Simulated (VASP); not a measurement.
# MgO (Fm-3m) in VASP: notebook

Runs on MgO. Level: PBE. Tasks: single point.

Program: VASP 6.6.1. These are calculated values, not measurements. Logs are shortened: lines on timing, memory, paths and dates and some standing lists are left out, and cuts for length are marked.

### Step 1. The cell of the first run

It takes space group Fm-3m (No. 225, cubic). Conventional cell: a = 4.213 Å, b = 4.213 Å, c = 4.213 Å, α = 90.00°, β = 90.00°, γ = 90.00°. Within 2.8 Å of Mg (site symmetry m-3m) lie 6 O at 2.11 Å. Within 2.8 Å of O (site symmetry m-3m) lie 6 Mg at 2.11 Å.

### Step 2. Single point, PBE

File INCAR:

```
PREC = Accurate
ENCUT = 840
EDIFF = 1E-6
ISMEAR = 0
SIGMA = 0.1
LREAL = F
LASPH = T
NELM = 120
ALGO = Normal
ISIF = 2
LWAVE = F
LCHARG = F
GGA = PE
NBANDS = 15
GGA_COMPAT = F
```

File KPOINTS:

```
Automatic mesh
0
Gamma
  10 10 10
```

File POSCAR:

```
MgO
1.0
    0.0000000000      2.1066500000      2.1066500000
    2.1066500000      0.0000000000      2.1066500000
    2.1066500000      2.1066500000      0.0000000000
Mg O
1 1
Direct
    0.0000000000      0.0000000000      0.0000000000
    0.5000000000      0.5000000000      0.5000000000
```

Potentials or basis: VASP PAW PBE potentials, release 64 (Mg_sv, O).

Started as:

```bash
cat potpaw_PBE.64/Mg_sv/POTCAR potpaw_PBE.64/O/POTCAR > POTCAR
mpirun -np 1 vasp_std > vasp.out
```

OUTCAR:

```text
PREC = Accurate
   ENCUT = 840
   EDIFF = 1E-6
   ISMEAR = 0
   LREAL = F
   LASPH = T
   NELM = 120
   ISIF = 2
   GGA = PE

 ion  position               nearest neighbor table
   1  0.000  0.000  0.000-   2 2.11   2 2.11   2 2.11   2 2.11   2 2.11   2 2.11
   2  0.500  0.500  0.500-   1 2.11   1 2.11   1 2.11   1 2.11   1 2.11   1 2.11

  LATTYP: Found a face centered cubic cell.
 ALAT       =     4.2133000000

  Lattice vectors:

 A1 = (   0.0000000000,   2.1066500000,   2.1066500000)
 A2 = (   2.1066500000,   0.0000000000,   2.1066500000)
 A3 = (   2.1066500000,   2.1066500000,   0.0000000000)

Analysis of symmetry for initial positions (statically):
=====================================================================
 Subroutine PRICEL returns:
 Original cell was already a primitive cell.

 Routine SETGRP: Setting up the symmetry group for a
 face centered cubic supercell.

 Subroutine GETGRP returns: Found 48 space group operations
 (whereof 48 operations were pure point group operations)
 out of a pool of 48 trial point group operations.

The static configuration has the point symmetry O_h .

Analysis of symmetry for dynamics (positions and initial velocities):
=====================================================================
 Subroutine PRICEL returns:
 Original cell was already a primitive cell.

 Routine SETGRP: Setting up the symmetry group for a
 face centered cubic supercell.

 Subroutine GETGRP returns: Found 48 space group operations
 (whereof 48 operations were pure point group operations)
 out of a pool of 48 trial point group operations.

The dynamic configuration has the point symmetry O_h .

 Subroutine INISYM returns: Found 48 space group operations
 (whereof 48 operations are pure point group operations),
 and found     1 'primitive' translations

----------------------------------------------------------------------------------------

                                     Primitive cell

  volume of cell :      18.6985

  direct lattice vectors                    reciprocal lattice vectors
     0.000000000  2.106650000  2.106650000    -0.237343650  0.237343650  0.237343650
     2.106650000  0.000000000  2.106650000     0.237343650 -0.237343650  0.237343650
     2.106650000  2.106650000  0.000000000     0.237343650  0.237343650 -0.237343650

  length of vectors
     2.979253001  2.979253001  2.979253001     0.411091260  0.411091260  0.411091260

  position of ions in fractional coordinates (direct lattice)
     0.000000000  0.000000000  0.000000000
     0.500000000  0.500000000  0.500000000

  ion indices of the primitive-cell ions
   primitive index   ion index
                 1           1
                 2           2

----------------------------------------------------------------------------------------

 KPOINTS: Automatic mesh

Automatic generation of k-mesh.
 Grid dimensions read from file:
 generate k-points for:   10   10   10

 Generating k-lattice:

  Cartesian coordinates                     Fractional coordinates (reciprocal lattice)
    -0.023734365  0.023734365  0.023734365     0.100000000  0.000000000  0.000000000
     0.023734365 -0.023734365  0.023734365     0.000000000  0.100000000  0.000000000
     0.023734365  0.023734365 -0.023734365     0.000000000  0.000000000  0.100000000

  Length of vectors
     0.041109126  0.041109126  0.041109126

  Shift w.r.t. Gamma in fractional coordinates (k-lattice)
     0.000000000  0.000000000  0.000000000

 Subroutine IBZKPT returns following result:
 ===========================================

 Found     47 irreducible k-points:

 Following reciprocal coordinates:
            Coordinates               Weight
  0.000000  0.000000  0.000000      1.000000
  0.100000  0.000000  0.000000      8.000000
  0.200000  0.000000  0.000000      8.000000
  0.300000  0.000000  0.000000      8.000000
  0.400000  0.000000  0.000000      8.000000
  0.500000  0.000000  0.000000      4.000000
[... 16 lines left out ...]
  0.300000  0.300000  0.000000      6.000000
  0.400000  0.300000  0.000000     24.000000
 [... further k-points ...]
   k-points           NKPTS =     47   k-points in BZ     NKDIM =     47   number of bands    NBANDS=     15
   number of dos      NEDOS =    301   number of ions     NIONS =      2
   total plane-waves  NPLWV =  21952
   dimension x,y,z NGX =    28 NGY =   28 NGZ =   28
   dimension x,y,z NGXF=    56 NGYF=   56 NGZF=   56
   ions per type =               1   1
   NGX,Y,Z   is equivalent  to a cutoff of  15.62, 15.62, 15.62 a.u.
   NGXF,Y,Z  is equivalent  to a cutoff of  31.25, 31.25, 31.25 a.u.
 SYSTEM =  unknown system
   PREC   = accura    normal or accurate (medium, high low for compatibility)
   ISTART =      0    job   : 0-new  1-cont  2-samecut
   ICHARG =      2    charge: 1-file 2-atom 10-const
   ISPIN  =      1    spin polarized calculation?
   LNONCOLLINEAR =      F non collinear calculations
   LSORBIT =      F    spin-orbit coupling
   LASPH  =      T    aspherical Exc in radial PAW
   ENCUT  =  840.0 eV  61.74 Ry    7.86 a.u.   7.04  7.04  7.04*2*pi/ulx,y,z
   NELM   =    120;   NELMIN=  2; NELMDL= -5     # of ELM steps
   EDIFF  = 0.1E-05   stopping-criterion for ELM
   LREAL  =      F    real-space projection
   EDIFFG = 0.1E-04   stopping-criterion for IOM
   NSW    =      0    number of steps for IOM
   IBRION =     -1    ionic relax: 0-MD 1-quasi-New 2-CG
   NFREE  =      0    steps in history (QN), initial steepest desc. (CG)
   ISIF   =      2    stress and relaxation
   ISYM   =      2    0-nonsym 1-usesym 2-fastsym
   POTIM  = 0.5000    time-step for ionic-motion
   TEBEG  =    0.0;   TEEND  =   0.0 temperature during run
   PSTRESS=    0.0 pullay stress
   NELECT =      16.0000    total number of electrons
   NUPDOWN=      -1.0000    fix difference up-down
   EMIN   =  10.00;   EMAX   =-10.00  energy-range for DOS
   EFERMI =   0.00;   METHOD = LEGACY
   ISMEAR =     0;   SIGMA  =   0.10  broadening in eV -4-tet -1-fermi 0-gaus
   EFERMI_NEDOS =   21; number of points for ismear=-14 and -15
   IALGO  =     38    algorithm
   IMIX   =      4    mixing-type and parameters
     AMIX     =   0.40;   BMIX     =  1.00
     AMIX_MAG =   1.60;   BMIX_MAG =  1.00
  volume/ion in A,a.u.               =       9.35        63.09
  Fermi-wavevector in a.u.,A,eV,Ry     =   1.554220  2.937050 32.866222  2.415599
  Thomas-Fermi vector in A             =   2.658337
   LORBIT       =      0    0 simple, 1 ext, 2 COOP (PROOUT), +10 PAW based schemes
   GGA     = PE    functional components
   LHFCALC =     F    Hartree Fock is set to
   AEXX    =    0.0000 exact exchange contribution
   IVDW    =     0    specifies the selected vdW correction
   LEPSILON=     F    determine dielectric tensor
   LRPA    =     F    only Hartree local field effects (RPA)
 non-spin polarized calculation
 Gauss-broadening in eV      SIGMA  =   0.10
  energy-cutoff  :      840.00
  volume of cell :       18.70
 maximum number of plane-waves:      1056
   NGX = 15   NGY = 15   NGZ = 15

 number of electron      15.9999995 magnetization

 Free energy of the ion-electron system (eV)
  ---------------------------------------------------
  ext. energy  EPLUGINS =         0.00000000
  ---------------------------------------------------
  free energy    TOTEN  =       -11.87530857 eV

  energy without entropy =      -11.87530857  energy(sigma->0) =      -11.87530857

 E-fermi :   3.4020     XC(G=0): -11.3867

 val. band max:        2.9090250732   @ k =   0.0000   0.0000   0.0000
 cond. band min:       7.6402449568   @ k =   0.0000   0.0000   0.0000
 fundamental gap:      4.7312198836
 Fermi energy:         3.4019684712

 k-point     1 :       0.0000    0.0000    0.0000
  band No.  band energies     occupation
      1     -69.3621      2.00000
      2     -36.0869      2.00000
      3     -36.0869      2.00000
      4     -36.0869      2.00000
      5     -14.3349      2.00000
      6       2.9090      2.00000
      7       2.9090      2.00000
      8       2.9090      2.00000
      9       7.6402      0.00000
     10      18.7100      0.00000
     11      18.7100      0.00000
     12      18.7100      0.00000
     13      22.6207      0.00000
     14      24.4007      0.00000
     15      24.4007      0.00000

 k-point     2 :       0.1000    0.0000    0.0000
  band No.  band energies     occupation
      1     -69.3610      2.00000
      2     -36.0952      2.00000
      3     -36.0877      2.00000
      4     -36.0877      2.00000
      5     -14.2264      2.00000
      6       2.2591      2.00000
      7       2.8415      2.00000
      8       2.8415      2.00000
      9       8.2680      0.00000
     10      17.4608      0.00000
     11      18.9501      0.00000
     12      18.9501      0.00000
     13      23.6815      0.00000
     14      23.6815      0.00000
     15      24.2802      0.00000

 k-point     3 :       0.2000    0.0000    0.0000
  band No.  band energies     occupation
      1     -69.3588      2.00000
      2     -36.1170      2.00000
      3     -36.0898      2.00000
      4     -36.0898      2.00000
      5     -13.9287      2.00000
      6       0.9414      2.00000
      7       2.6702      2.00000
      8       2.6702      2.00000
      9       9.4637      0.00000
     10      15.9485      0.00000
     11      19.4357      0.00000
     12      19.4357      0.00000
     13      22.9916      0.00000
     14      22.9916      0.00000
     15      25.2070      0.00000
[... 343 lines left out ...]
 k-point    23 :       0.3000    0.3000    0.0000
  band No.  band energies     occupation
      1     -69.3546      2.00000
      2     -36.1371      2.00000
      3     -36.1057      2.00000
      4     -36.1057      2.00000
      5     -13.3396      2.00000
      6      -0.2296      2.00000
      7       1.9784      2.00000
      8       1.9784      2.00000
      9      11.7660      0.00000
     10      13.3461      0.00000
     11      17.3557      0.00000
     12      20.8501      0.00000
     13      20.8501      0.00000
     14      27.0514      0.00000
     15      30.2958      0.00000

 k-point    24 :       0.4000    0.3000    0.0000
  band No.  band energies     occupation
      1     -69.3530      2.00000
      2     -36.1477      2.00000
      3     -36.1113      2.00000
      4     -36.1088      2.00000
      5     -13.0960      2.00000
      6      -0.6472      2.00000
      7       1.6144      2.00000
      8       1.8318      2.00000
      9      12.4889      0.00000
     10      13.0926      0.00000
     11      16.5239      0.00000
     12      21.0943      0.00000
     13      21.2994      0.00000
     14      27.7921      0.00000
     15      29.8895      0.00000

 [... further k-points ...]

------------------------ aborting loop because EDIFF is reached ----------------------------------------

  FORCE on cell =-STRESS in cart. coord.  units (eV):
  Direction    XX          YY          ZZ          XY          YZ          ZX
  --------------------------------------------------------------------------------------
  -------------------------------------------------------------------------------------
  Total        0.5404500      0.5404500      0.5404500      0.0000000     -0.0000000      0.0000000
  in kB       46.3083125     46.3083125     46.3083125      0.0000000     -0.0000000      0.0000000
  external PRESSURE =      46.3083125 kB  Pullay stress =       0.0000000 kB

 VOLUME and BASIS-vectors are now :
 -----------------------------------------------------------------------------
  energy-cutoff  :      840.00
  volume of cell :       18.70
      direct lattice vectors                 reciprocal lattice vectors
     0.000000000  2.106650000  2.106650000    -0.237343650  0.237343650  0.237343650
     2.106650000  0.000000000  2.106650000     0.237343650 -0.237343650  0.237343650
     2.106650000  2.106650000  0.000000000     0.237343650  0.237343650 -0.237343650

 POSITION                                       TOTAL-FORCE (eV/Angst)
 -----------------------------------------------------------------------------------
      0.00000      0.00000      0.00000         0.000000     -0.000000     -0.000000
      2.10665      2.10665      2.10665        -0.000000      0.000000      0.000000
 -----------------------------------------------------------------------------------
    total drift:                                0.000000      0.000000      0.000000

  FREE ENERGIE OF THE ION-ELECTRON SYSTEM (eV)
  ---------------------------------------------------
  free  energy   TOTEN  =       -11.8753085691 eV

  energy  without entropy=      -11.8753085691  energy(sigma->0) =      -11.87530857
```

Wall time 14 s (1 thread of AMD EPYC 7R13 (Zen 3), shared host); peak memory 0.14 GiB.

Results:

```yaml
Free_energy: -11.8753 eV
Pressure: 4.6 GPa
Band_gap_on_the_k_mesh: 4.73 eV
```

Caveat: the cell stands under pressure.

[end of part 1 of 2]
